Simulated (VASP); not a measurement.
Ba8Hf8O23 (a cell with a defect), 39 atoms in the cell. The cell holds a defect, 39 atoms: a = 8.315 Å, b = 8.315 Å, c = 8.315 Å, α = 90.00°, β = 90.00°, γ = 90.00°. 

```yaml
Program: VASP 6.6.1
Task: single point
Functional: HSE06
Potentials_or_basis: VASP PAW PBE potentials, release 64 (Ba_sv, Hf_pv, O)
Cutoff: 520 eV
k_mesh: 1 × 1 × 1, shifted
Occupations: fermi-dirac, width 0.05 eV
Spin: no spin polarisation
Dipole_correction: no
Grid_for_exact_exchange_PRECFOCK: Fast
Charge: 2
Further_INCAR_settings: LREAL = Auto; ALGO = Normal; EDIFF = 1e-06; NBANDS = 174; ISYM = -1; NELECT = 296.0
Share_of_exact_exchange: 0.25
Screening_parameter: 0.2079 1/Å
```

Potentials or basis: VASP PAW PBE potentials, release 64 (Ba_sv, Hf_pv, O).

Command:

```bash
$ cat potpaw_PBE.64/Ba_sv/POTCAR potpaw_PBE.64/Hf_pv/POTCAR potpaw_PBE.64/O/POTCAR > POTCAR
$ cp INCAR.step1 INCAR
$ mpirun -np 1 vasp_std > vasp.out
$ cp INCAR.step2 INCAR
$ mpirun -np 1 vasp_std > vasp.out
```

Hardware: 1 thread of Intel(R) Xeon(R) 6975P-C (Granite Rapids), on a shared host.

Problem. How long does it take, and how much memory?

Solution. Run time: 14 min on 1 thread of Intel(R) Xeon(R) 6975P-C (Granite Rapids) (shared host), peak memory 0.79 GiB. Counts: k points 1.
